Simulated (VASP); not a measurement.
# Cs (Im-3m) in VASP: further runs

Cs is run at these levels: PBEsol; tasks: single point.

Everything below comes from runs of VASP 6.6.1. Logs are shortened: lines on timing, memory, paths and dates and some standing lists are left out, and cuts for length are marked.

### 1 The cell of the first run

Symmetry: Im-3m, No. 229, cubic system. Conventional cell: a = 5.760 Å, b = 5.760 Å, c = 5.760 Å, α = 90.00°, β = 90.00°, γ = 90.00°.

### 2 Single point, PBEsol (volume scaled by 0.88)

Input file INCAR:

```
SYSTEM = Cs
PREC = Accurate
ENCUT = 520
EDIFF = 1E-6
ISMEAR = 0
SIGMA = 0.1
LREAL = .FALSE.
LASPH = .TRUE.
NELM = 80
ALGO = Fast
ISIF = 2
LWAVE = .FALSE.
LCHARG = .FALSE.
GGA = PS
NBANDS = 10
```

Input file KPOINTS:

```
Automatic mesh
0
G
  10 10 10
  0 0 0
```

Input file POSCAR:

```
Cs
1.0
   -2.8798055574      2.8798055574      2.8798055574
    2.8798055574     -2.8798055574      2.8798055574
    2.8798055574      2.8798055574     -2.8798055574
Cs
1
Direct
    0.0000000000      0.0000000000      0.0000000000
```

Potentials or basis: VASP PAW PBE potentials, release 64 (Cs_sv).

Launch:

```
$ cat potpaw_PBE.64/Cs_sv/POTCAR > POTCAR
$ mpirun -np 1 vasp_std > vasp.out
```

OUTCAR:

```text
SYSTEM = Cs
   PREC = Accurate
   ENCUT = 520
   EDIFF = 1E-6
   ISMEAR = 0
   LREAL = .FALSE.
   LASPH = .TRUE.
   NELM = 80
   ISIF = 2
   GGA = PS

 ion  position               nearest neighbor table
   1  0.000  0.000  0.000-

  LATTYP: Found a body centered cubic cell.
 ALAT       =     5.7596111148

  Lattice vectors:

 A1 = (  -2.8798055574,   2.8798055574,   2.8798055574)
 A2 = (   2.8798055574,  -2.8798055574,   2.8798055574)
 A3 = (   2.8798055574,   2.8798055574,  -2.8798055574)

Analysis of symmetry for initial positions (statically):
=====================================================================
 Subroutine PRICEL returns:
 Original cell was already a primitive cell.

 Routine SETGRP: Setting up the symmetry group for a
 body centered cubic supercell.

 Subroutine GETGRP returns: Found 48 space group operations
 (whereof 48 operations were pure point group operations)
 out of a pool of 48 trial point group operations.

The static configuration has the point symmetry O_h .

Analysis of symmetry for dynamics (positions and initial velocities):
=====================================================================
 Subroutine PRICEL returns:
 Original cell was already a primitive cell.

 Routine SETGRP: Setting up the symmetry group for a
 body centered cubic supercell.

 Subroutine GETGRP returns: Found 48 space group operations
 (whereof 48 operations were pure point group operations)
 out of a pool of 48 trial point group operations.

The dynamic configuration has the point symmetry O_h .

 Subroutine INISYM returns: Found 48 space group operations
 (whereof 48 operations are pure point group operations),
 and found     1 'primitive' translations

----------------------------------------------------------------------------------------

                                     Primitive cell

  volume of cell :      95.5321

  direct lattice vectors                    reciprocal lattice vectors
    -2.879805557  2.879805557  2.879805557     0.000000000  0.173622833  0.173622833
     2.879805557 -2.879805557  2.879805557     0.173622833  0.000000000  0.173622833
     2.879805557  2.879805557 -2.879805557     0.173622833  0.173622833  0.000000000

  length of vectors
     4.987969541  4.987969541  4.987969541     0.245539765  0.245539765  0.245539765

  position of ions in fractional coordinates (direct lattice)
     0.000000000  0.000000000  0.000000000

  ion indices of the primitive-cell ions
   primitive index   ion index
                 1           1

----------------------------------------------------------------------------------------

 KPOINTS: Automatic mesh

Automatic generation of k-mesh.
 Grid dimensions read from file:
 generate k-points for:   10   10   10

 Generating k-lattice:

  Cartesian coordinates                     Fractional coordinates (reciprocal lattice)
     0.000000000  0.017362283  0.017362283     0.100000000  0.000000000  0.000000000
     0.017362283  0.000000000  0.017362283     0.000000000  0.100000000  0.000000000
     0.017362283  0.017362283  0.000000000     0.000000000  0.000000000  0.100000000

  Length of vectors
     0.024553977  0.024553977  0.024553977

  Shift w.r.t. Gamma in fractional coordinates (k-lattice)
     0.000000000  0.000000000  0.000000000

 Subroutine IBZKPT returns following result:
 ===========================================

 Found     47 irreducible k-points:

 Following reciprocal coordinates:
            Coordinates               Weight
  0.000000  0.000000  0.000000      1.000000
  0.100000  0.000000  0.000000     12.000000
  0.200000  0.000000  0.000000     12.000000
  0.300000  0.000000  0.000000     12.000000
  0.400000  0.000000  0.000000     12.000000
  0.500000  0.000000  0.000000      6.000000
[... 16 lines left out ...]
  0.300000  0.300000  0.100000      8.000000
 -0.300000  0.300000  0.100000     24.000000
 [... further k-points ...]
   k-points           NKPTS =     47   k-points in BZ     NKDIM =     47   number of bands    NBANDS=     10
   number of dos      NEDOS =    301   number of ions     NIONS =      1
   total plane-waves  NPLWV =  64000
   dimension x,y,z NGX =    40 NGY =   40 NGZ =   40
   dimension x,y,z NGXF=    80 NGYF=   80 NGZF=   80
   ions per type =               1
   NGX,Y,Z   is equivalent  to a cutoff of  13.33, 13.33, 13.33 a.u.
   NGXF,Y,Z  is equivalent  to a cutoff of  26.66, 26.66, 26.66 a.u.
 SYSTEM =  Cs
   PREC   = accura    normal or accurate (medium, high low for compatibility)
   ISTART =      0    job   : 0-new  1-cont  2-samecut
   ICHARG =      2    charge: 1-file 2-atom 10-const
   ISPIN  =      1    spin polarized calculation?
   LNONCOLLINEAR =      F non collinear calculations
   LSORBIT =      F    spin-orbit coupling
   LASPH  =      T    aspherical Exc in radial PAW
   ENCUT  =  520.0 eV  38.22 Ry    6.18 a.u.   9.27  9.27  9.27*2*pi/ulx,y,z
   NELM   =     80;   NELMIN=  2; NELMDL= -5     # of ELM steps
   EDIFF  = 0.1E-05   stopping-criterion for ELM
   LREAL  =      F    real-space projection
   EDIFFG = 0.1E-04   stopping-criterion for IOM
   NSW    =      0    number of steps for IOM
   IBRION =     -1    ionic relax: 0-MD 1-quasi-New 2-CG
   NFREE  =      0    steps in history (QN), initial steepest desc. (CG)
   ISIF   =      2    stress and relaxation
   ISYM   =      2    0-nonsym 1-usesym 2-fastsym
   POTIM  = 0.5000    time-step for ionic-motion
   TEBEG  =    0.0;   TEEND  =   0.0 temperature during run
   PSTRESS=    0.0 pullay stress
   NELECT =       9.0000    total number of electrons
   NUPDOWN=      -1.0000    fix difference up-down
   EMIN   =  10.00;   EMAX   =-10.00  energy-range for DOS
   EFERMI =   0.00;   METHOD = LEGACY
   ISMEAR =     0;   SIGMA  =   0.10  broadening in eV -4-tet -1-fermi 0-gaus
   EFERMI_NEDOS =   21; number of points for ismear=-14 and -15
   IALGO  =     68    algorithm
   IMIX   =      4    mixing-type and parameters
     AMIX     =   0.40;   BMIX     =  1.00
     AMIX_MAG =   1.60;   BMIX_MAG =  1.00
  volume/ion in A,a.u.               =      95.53       644.68
  Fermi-wavevector in a.u.,A,eV,Ry     =   0.744913  1.407682  7.549820  0.554896
  Thomas-Fermi vector in A             =   1.840377
   LORBIT       =      0    0 simple, 1 ext, 2 COOP (PROOUT), +10 PAW based schemes
   GGA     = PS    functional components
   LHFCALC =     F    Hartree Fock is set to
   AEXX    =    0.0000 exact exchange contribution
   IVDW    =     0    specifies the selected vdW correction
   LEPSILON=     F    determine dielectric tensor
   LRPA    =     F    only Hartree local field effects (RPA)
 non-spin polarized calculation
 RMM-DIIS sequential band-by-band and
 Gauss-broadening in eV      SIGMA  =   0.10
  energy-cutoff  :      520.00
  volume of cell :       95.53
 maximum number of plane-waves:      2608
 NGX is ok and might be reduce to    40
   NGX = 19   NGY = 19   NGZ = 19

 number of electron       8.9999998 magnetization

 Free energy of the ion-electron system (eV)
  ---------------------------------------------------
  ext. energy  EPLUGINS =         0.00000000
  ---------------------------------------------------
  free energy    TOTEN  =        -0.93084646 eV

  energy without entropy =       -0.92162847  energy(sigma->0) =       -0.92623746

 E-fermi :   0.8707     XC(G=0):  -5.9840

 val. band max:        0.8449053398   @ k =   0.4000   0.1000  -0.0000
 cond. band min:       0.8734328881   @ k =  -0.3000   0.3000   0.3000
 fundamental gap:      0.0285275483
 Fermi energy:         0.8707416934

 k-point     1 :       0.0000    0.0000    0.0000
  band No.  band energies     occupation
      1     -22.8830      2.00000
      2      -9.5616      2.00000
      3      -9.5616      2.00000
      4      -9.5616      2.00000
      5      -1.0085      2.00000
      6       3.4703      0.00000
      7       3.4703      0.00000
      8       3.4703      0.00000
      9       4.4939      0.00000
     10       4.4939      0.00000

 k-point     2 :       0.1000    0.0000    0.0000
  band No.  band energies     occupation
      1     -22.8815      2.00000
      2      -9.5876      2.00000
      3      -9.5696      2.00000
      4      -9.5617      2.00000
      5      -0.8739      2.00000
      6       3.3287      0.00000
      7       3.3487      0.00000
      8       3.6075      0.00000
      9       4.2863      0.00000
     10       4.4667      0.00000

 k-point     3 :       0.2000    0.0000    0.0000
  band No.  band energies     occupation
      1     -22.8775      2.00000
      2      -9.6540      2.00000
      3      -9.5904      2.00000
      4      -9.5621      2.00000
      5      -0.4968      2.00000
      6       2.9039      0.00000
      7       3.0282      0.00000
      8       4.0124      0.00000
      9       4.2475      0.00000
     10       4.4530      0.00000

 k-point     4 :       0.3000    0.0000    0.0000
  band No.  band energies     occupation
      1     -22.8725      2.00000
      2      -9.7332      2.00000
      3      -9.6159      2.00000
      4      -9.5626      2.00000
      5       0.0396      2.00000
      6       2.4103      0.00000
      7       2.7388      0.00000
      8       4.4060      0.00000
      9       4.5501      0.00000
     10       4.6633      0.00000
[... 222 lines left out ...]
 k-point    22 :      -0.2000    0.2000    0.1000
  band No.  band energies     occupation
      1     -22.8760      2.00000
      2      -9.6544      2.00000
      3      -9.5989      2.00000
      4      -9.5821      2.00000
      5      -0.3731      2.00000
      6       2.9293      0.00000
      7       3.1080      0.00000
      8       3.6402      0.00000
      9       3.9676      0.00000
     10       4.8837      0.00000

 k-point    23 :       0.3000    0.3000    0.1000
  band No.  band energies     occupation
      1     -22.8658      2.00000
      2      -9.7238      2.00000
      3      -9.7238      2.00000
      4      -9.6160      2.00000
      5       1.7516      0.00000
      6       1.8791      0.00000
      7       1.8791      0.00000
      8       4.2958      0.00000
      9       4.9908      0.00000
     10       4.9909      0.00000

 k-point    24 :      -0.3000    0.3000    0.1000
  band No.  band energies     occupation
      1     -22.8712      2.00000
      2      -9.7296      2.00000
      3      -9.6248      2.00000
      4      -9.5816      2.00000
      5       0.1546      2.00000
      6       2.3955      0.00000
      7       2.8450      0.00000
      8       3.7971      0.00000
      9       4.6102      0.00000
     10       4.9464      0.00000

 [... further k-points ...]
[... 5 lines left out ...]
  --------------------------------------------------------------------------------------
  -------------------------------------------------------------------------------------
  Total        0.1795488      0.1795488      0.1795488      0.0000000     -0.0000000     -0.0000000
  in kB        3.0112269      3.0112269      3.0112269      0.0000000     -0.0000000     -0.0000000
  external PRESSURE =       3.0112269 kB  Pullay stress =       0.0000000 kB

 VOLUME and BASIS-vectors are now :
 -----------------------------------------------------------------------------
  energy-cutoff  :      520.00
  volume of cell :       95.53
      direct lattice vectors                 reciprocal lattice vectors
    -2.879805557  2.879805557  2.879805557     0.000000000  0.173622833  0.173622833
     2.879805557 -2.879805557  2.879805557     0.173622833  0.000000000  0.173622833
     2.879805557  2.879805557 -2.879805557     0.173622833  0.173622833  0.000000000

 POSITION                                       TOTAL-FORCE (eV/Angst)
 -----------------------------------------------------------------------------------
      0.00000      0.00000      0.00000         0.000000      0.000000      0.000000
 -----------------------------------------------------------------------------------
    total drift:                               -0.000000     -0.000000     -0.000000

  FREE ENERGIE OF THE ION-ELECTRON SYSTEM (eV)
  ---------------------------------------------------
  free  energy   TOTEN  =        -0.9308464628 eV

  energy  without entropy=       -0.9216284654  energy(sigma->0) =       -0.92623746
```

It took 24 s on 1 thread of Intel Xeon Platinum 8488C (Sapphire Rapids), shared host; peak memory 0.24 GiB.

What came out:

```yaml
Free_energy: -0.9308 eV
Pressure: 0.3 GPa
```

Caveat: the PAW data sets were made with another functional, which shifts forces and pressure a little; spin-orbit coupling is left out, which moves the levels of the heavy elements.

### 3 Single point, PBEsol (volume scaled by 0.91)

Input file INCAR:

```
ALGO     = Fast           # electronic algorithm
EDIFF    = 1E-6           # SCF threshold, eV
ENCUT    = 520            # plane-wave cutoff, eV
GGA      = PS             # functional
ISIF     = 2              # what is computed and relaxed
ISMEAR   = 0              # smearing method
LASPH    = T              # aspherical terms in the spheres
LCHARG   = F              # write CHGCAR
LREAL    = F              # projectors in reciprocal space
LWAVE    = F              # write WAVECAR
NBANDS   = 10             # bands
NELM     = 100            # most SCF steps
PREC     = Accurate       # precision mode
SIGMA    = 0.1            # smearing width, eV
```

Input file KPOINTS:

```
k-points
0
Gamma
  10 10 10
```

Input file POSCAR:

```
Cs
1.0
   -2.9121656318      2.9121656318      2.9121656318
    2.9121656318     -2.9121656318      2.9121656318
    2.9121656318      2.9121656318     -2.9121656318
Cs
1
Direct
    0.0000000000      0.0000000000      0.0000000000
```

Potentials or basis: VASP PAW PBE potentials, release 64 (Cs_sv).

Launch:

```
$ cat potpaw_PBE.64/Cs_sv/POTCAR > POTCAR
$ mpirun -np 1 vasp_std > vasp.out
```

Run time: 24 s. Hardware: 1 thread of Intel Xeon Platinum 8488C (Sapphire Rapids), shared host; peak memory 0.25 GiB.

It converged, with:

* Free energy: -0.9363 eV
* Pressure: 0.2 GPa

Levels at points of the mesh, in eV from the Fermi level:
```tsv
k point	band 2	band 3	band 4	band 5	band 6	band 7	band 8	band 9
(0.00, 0.00, 0.00)	-10.46	-10.46	-10.46	-1.84	2.58	2.58	2.58	3.58
(0.50, 0.00, 0.00)	-10.69	-10.53	-10.46	-0.05	1.06	1.62	3.46	4.11
(0.50, 0.50, 0.50)	-10.62	-10.62	-10.62	0.51	0.51	3.42	3.42	3.42
```

Caveat: the PAW data sets were made with another functional, which shifts forces and pressure a little; spin-orbit coupling is left out, which moves the levels of the heavy elements.

[end of part 1 of 3]
